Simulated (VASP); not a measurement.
Here is a VASP 6.6.1 calculation.

POSCAR

```
SrO
1.0
    0.0000000000      2.5697984671      2.5697984671
    2.5697984671      0.0000000000      2.5697984671
    2.5697984671      2.5697984671      0.0000000000
Sr O
1 1
Direct
    0.5000000000      0.5000000000      0.5000000000
    0.0000000000      0.0000000000      0.0000000000
```

File INCAR.step1:

```
SYSTEM = SrO
ALGO = Normal
EDIFF = 1E-5
ENCUT = 520
GGA = PE
ISIF = 2
ISMEAR = 0
LASPH = .True.
LREAL = .False.
LWAVE = .True.
NBANDS = 15
NELM = 80
PREC = Accurate
SIGMA = 0.05
```

The input INCAR.step2:

```
SYSTEM = SrO
AEXX = 0.15
ALGO = Normal
EDIFF = 1E-6
ENCUT = 520
GGA = PE
HFSCREEN = 0.20787
ISIF = 2
ISMEAR = 0
ISTART = 1
LASPH = .True.
LCHARG = .True.
LELF = .True.
LHFCALC = .True.
LREAL = .False.
LVHAR = .True.
LWAVE = .False.
NBANDS = 15
NELM = 80
PREC = Accurate
PRECFOCK = Normal
SIGMA = 0.05
```

The input KPOINTS:

```
k-points
0
Gamma
  4 4 4
  0 0 0
```

Potentials or basis: VASP PAW PBE potentials, release 64 (Sr_sv, O).

Run with:

```sh
$ cat potpaw_PBE.64/Sr_sv/POTCAR potpaw_PBE.64/O/POTCAR > POTCAR
$ cp INCAR.step1 INCAR
$ mpirun -np 1 vasp_std > vasp.out
$ cp INCAR.step2 INCAR
$ mpirun -np 1 vasp_std > vasp.out
```

Question: Predict the pressure.

Answer: 2.2 GPa.

Question: Estimate the band gap on the k mesh.

Answer: 4.13 eV, indirect (least direct gap 4.23 eV).

Caveat: the k points lie up to 0.53 Å⁻¹ apart; the PAW data sets were made with another functional, which shifts forces and pressure a little. A k mesh can miss the band edges.
